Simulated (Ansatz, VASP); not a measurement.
## C in VASP and in Ansatz

File INCAR:

```
ALGO = Normal
EDIFF = 1E-6
ENCUT = 520
GGA = PE
ISIF = 2
ISMEAR = 0
LASPH = True
LCHARG = True
LELF = True
LREAL = False
LVHAR = True
LWAVE = False
NBANDS = 36
NELM = 100
PREC = Accurate
SIGMA = 0.05
```

The input KPOINTS:

```
k-points
0
Gamma
  10 10 2
```

File POSCAR:

```
C
1.0
    1.7834000000     -1.7834000000      0.0000000000
    1.7834000000      0.0000000000     -1.7834000000
    7.2779375673      7.2779375673      7.2779375673
C
12
Direct
    0.6666666667      0.6666666667      0.2654947828
    0.0000000000      0.0000000000      0.1021334840
    0.3333333333      0.3333333333      0.4288560815
    0.6666666667      0.6666666667      0.7555786791
    1.0000000000      1.0000000000      0.5922173803
    0.3333333333      0.3333333333      0.9189399778
    0.6666666667      0.6666666667      0.3880157568
    1.0000000000      1.0000000000      0.2246544581
    0.3333333333      0.3333333333      0.5513770556
    0.6666666667      0.6666666667      0.8780996531
    0.0000000000      0.0000000000      0.7147383544
    0.3333333333      0.3333333333      0.0612931593
```

Input for Ansatz:

```yaml
crystal:
  lattice:
    - [1.7834, -1.7834, 0.0]
    - [1.7834, 0.0, -1.7834]
    - [7.2779375673, 7.2779375673, 7.2779375673]
  atoms:
    - { symbol: C, position: [0.6666666667, 0.6666666667, 0.2654947828] }
    - { symbol: C, position: [0.0, 0.0, 0.102133484] }
    - { symbol: C, position: [0.3333333333, 0.3333333333, 0.4288560815] }
    - { symbol: C, position: [0.6666666667, 0.6666666667, 0.7555786791] }
    - { symbol: C, position: [1.0, 1.0, 0.5922173803] }
    - { symbol: C, position: [0.3333333333, 0.3333333333, 0.9189399778] }
    - { symbol: C, position: [0.6666666667, 0.6666666667, 0.3880157568] }
    - { symbol: C, position: [1.0, 1.0, 0.2246544581] }
    - { symbol: C, position: [0.3333333333, 0.3333333333, 0.5513770556] }
    - { symbol: C, position: [0.6666666667, 0.6666666667, 0.8780996531] }
    - { symbol: C, position: [0.0, 0.0, 0.7147383544] }
    - { symbol: C, position: [0.3333333333, 0.3333333333, 0.0612931593] }
basis:
  ecutwfc: 420
kpoints:
  mp_grid: { grid: [10, 10, 2] }
hamiltonian:
  xc: pbe
scf:
  occupations: { method: gaussian, width: 0.05 }
output:
  forces: true
  stress: true
  eigenvalues: true
```

Alike in both runs: task single point; functional PBE; k mesh 10 × 10 × 2; occupations gaussian, width 0.05 eV; no spin polarisation.

|  | VASP | Ansatz |
| --- | --- | --- |
| version | VASP 6.6.1 | Ansatz 0.2.0 |
| potentials or method | VASP PAW PBE potentials, release 64 (C), cutoff 520 eV | scalar-relativistic, plane waves, PAW |
| valence electrons in the cell | 48 | 48 |

Ansatz gave:

```
gap on the k mesh at the Fermi level (eV)                     : 3.84
least direct gap on the mesh (eV)                             : 4.60
pressure (GPa)                                                : -3.9
traceless stress, the component that is largest in VASP (GPa) : -4.79
rms of the force components (eV/Å)                            : 0.543
```

Task: Which values does VASP return?

Result: gap on the k mesh at the Fermi level (eV): 3.84; least direct gap on the mesh (eV): 4.59; pressure (GPa): -3.2; traceless stress, the component that is largest in VASP (GPa): -4.82; rms of the force components (eV/Å): 0.548.

Atom by atom the forces differ by 0.006 eV/Å (rms over components). The functional is the same, so the differences come from potentials, cutoffs and numerics.
